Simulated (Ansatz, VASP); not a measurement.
## BaTiO3: VASP beside Ansatz

Contents of INCAR:

```
ALGO = Normal
EDIFF = 1E-6
ENCUT = 520
GGA = PE
ISIF = 2
ISMEAR = 0
LASPH = True
LCHARG = False
LREAL = False
LWAVE = False
NBANDS = 28
NELM = 100
PREC = Accurate
SIGMA = 0.05
```

KPOINTS

```
k-points
0
Gamma
  8 8 8
```

The input POSCAR:

```
BaTiO3
1.0
    4.0192501416      0.0000000000      0.0000000000
    0.0000000000      4.0192501416      0.0000000000
    0.0000000000      0.0000000000      4.0192501416
Ba Ti O
1 1 3
Direct
    0.5000000000      0.5000000000      0.5000000000
    0.0000000000      0.0000000000      0.0000000000
    0.5000000000     -0.0105558015     -0.0105558015
    0.0000000000      0.5000000000      0.0000000000
    0.0000000000      0.0000000000      0.5000000000
```

Input for Ansatz:

```yaml
crystal:
  lattice:
    - [4.0192501416, 0.0, 0.0]
    - [0.0, 4.0192501416, 0.0]
    - [0.0, 0.0, 4.0192501416]
  atoms:
    - { symbol: Ba, position: [0.5, 0.5, 0.5] }
    - { symbol: Ti, position: [0.0, 0.0, 0.0] }
    - { symbol: O, position: [0.5, -0.0105558015, -0.0105558015] }
    - { symbol: O, position: [0.0, 0.5, 0.0] }
    - { symbol: O, position: [0.0, 0.0, 0.5] }
basis:
  ecutwfc: 420
kpoints:
  mp_grid: { grid: [8, 8, 8] }
hamiltonian:
  xc: pbe
scf:
  occupations: { method: gaussian, width: 0.05 }
output:
  forces: true
  stress: true
  eigenvalues: true
```

Alike in both runs: task single point; functional PBE; k mesh 8 × 8 × 8; occupations gaussian, width 0.05 eV; no spin polarisation.

|  | VASP | Ansatz |
| --- | --- | --- |
| version | VASP 6.6.1 | Ansatz 0.2.0 |
| potentials or method | VASP PAW PBE potentials, release 64 (Ba_sv, Ti_sv, O), cutoff 520 eV | scalar-relativistic, plane waves, PAW |
| valence electrons in the cell | 40 | 40 |

```csv
,VASP,Ansatz,Ansatz less VASP
gap on the k mesh at the Fermi level (eV),1.72,1.78,+0.064
least direct gap on the mesh (eV),1.88,1.90,+0.026
pressure (GPa),1.7,0.0,-1.72
rms of the force components (eV/Å),0.112,0.109,-0.0036
```

Atom by atom the forces differ by 0.006 eV/Å (rms over components).

Neither program's run includes spin-orbit coupling.
